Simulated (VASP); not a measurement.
Wanted: the native input for a VASP 6.6.1 run.

| Property | Result |
| --- | --- |
| Task | single point |
| Functional | PBE |
| Potentials or basis | VASP PAW PBE potentials, release 64 (Ta_pv, F) |
| Cutoff | 520 eV |
| k mesh | 12 × 12 × 12 |
| Occupations | gaussian, width 0.15 eV |
| Spin | no spin polarisation |
| Dipole correction | no |
| Further INCAR settings | ALGO = Normal; EDIFF = 1e-06; NBANDS = 24 |

The structure of TaF3 lies in POSCAR:

```
TaF3
1.0
    4.0182360000      0.0000000000      0.0000000000
    0.0000000000      4.0182360000      0.0000000000
    0.0000000000      0.0000000000      3.9597180000
Ta F
1 3
Direct
    0.0000000000      0.0000000000      0.0000000000
    0.5000000000      0.0000000000      0.0000000000
    0.0000000000      0.5000000000      0.0000000000
    0.0000000000      0.0000000000      0.5000000000
```

This cell differs from its parent crystal: strain +0.030 along x and y, +0.015 along z.

The input as run:

INCAR

```
  PREC = Accurate
  ENCUT = 520
  EDIFF = 1E-6
  ISMEAR = 0
  SIGMA = 0.15
  LREAL = False
  LASPH = True
  NELM = 80
  ALGO = Normal
  ISIF = 2
  LWAVE = False
  LCHARG = False
  GGA = PE
  NBANDS = 24
```

KPOINTS

```
Automatic mesh
0
Gamma
  12 12 12
```

Potentials or basis: VASP PAW PBE potentials, release 64 (Ta_pv, F).

The run is started by

```console
$ cat potpaw_PBE.64/Ta_pv/POTCAR potpaw_PBE.64/F/POTCAR > POTCAR
$ mpirun -np 1 vasp_std > vasp.out
```

Results of the run:

```json
{
 "Pressure": "12.3 GPa",
 "Band gap on the k mesh": "zero (bands 16 and 17 overlap by 2.58 eV)"
}
```

Caveat: the cell differs from its parent crystal (strain +0.030 along x and y, +0.015 along z); the stress differs along the axes, from 11 to 16 GPa; spin-orbit coupling is left out, which moves the levels of the heavy elements.

It took 100 s on 1 thread of Intel(R) Xeon(R) 6975P-C (Granite Rapids), on a shared host, peak memory 0.36 GiB.
